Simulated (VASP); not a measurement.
Write the native input for VASP 6.6.1 that does the following.

- Task: single point
- Functional: LDA
- Potentials or basis: VASP PAW LDA potentials, release 64 (Al)
- Cutoff: 520 eV
- k mesh: 16 × 16 × 16
- Occupations: fermi-dirac, width 0.08 eV
- Spin: no spin polarisation
- Dipole correction: no
- Further INCAR settings: ALGO = Normal; EDIFF = 1e-06; NBANDS = 8

The structure of Al lies in POSCAR:

```
Al
1.0
    0.0000000000      1.9915896829      1.9915896829
    1.9915896829      0.0000000000      1.9915896829
    1.9915896829      1.9915896829      0.0000000000
Al
1
Direct
    0.0000000000      0.0000000000      0.0000000000
```

These files were run (other wordings do the same):

INCAR

```
ALGO = Normal ; EDIFF = 1E-6
ENCUT = 520 ; GGA = CA
ISIF = 2 ; ISMEAR = -1
LASPH = T ; LCHARG = F
LREAL = F ; LWAVE = F
NBANDS = 8 ; NELM = 100
PREC = Accurate ; SIGMA = 0.08
```

KPOINTS

```
k-points
0
Gamma
  16 16 16
```

Potentials or basis: VASP PAW LDA potentials, release 64 (Al).

The run is started by

```bash
$ cat potpaw_LDA.64/Al/POTCAR > POTCAR
$ mpirun -np 1 vasp_std > vasp.out
```

It gave:

The pressure is 0.1 GPa.

Run time: 4.3 s on 1 thread of Intel(R) Xeon(R) 6975P-C (Granite Rapids), on a shared host, peak memory 0.12 GiB.
